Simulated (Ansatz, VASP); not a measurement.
# Two plane-wave programs on InP

```
In P
1.0
     3.97572    0.00000    0.00000
     0.00000    3.97572    0.00000
     0.00000    0.00000   10.78718
In P
4 4
Direct
  0.99971 0.50000 0.25000
  0.50000 0.00029 0.50000
  0.50000 0.99971 0.00000
  0.00029 0.50000 0.75000
  0.00000 0.50097 0.50000
  0.49903 0.00000 0.25000
  0.50097 0.00000 0.75000
  0.00000 0.49903 0.00000
```

Alike in both runs: functional PBE; k mesh 4 × 4 × 2; occupations gaussian, width 0.1 eV; no spin polarisation.

Ansatz relaxed the structure, and its values are those at the end. VASP's run is a single point on that final structure, the one shown.

|  | VASP | Ansatz |
| --- | --- | --- |
| version | VASP 6.6.1 | Ansatz 0.2.0 |
| potentials or method | VASP PAW PBE potentials, release 64 (In_d, P), cutoff 520 eV | scalar-relativistic, plane waves, PAW |
| valence electrons in the cell | 72 | 72 |

|  | VASP | Ansatz | Ansatz less VASP |
| --- | --- | --- | --- |
| gap on the k mesh at the Fermi level (eV) | none | none | - |
| pressure (GPa) | -0.2 | -0.1 | +0.03 |

A gap of «none» marks a metal or a gap that the smearing closes. The functional is the same, so the differences come from potentials, cutoffs and numerics.

The k mesh is coarse, so the values compare programs but aren't converged.
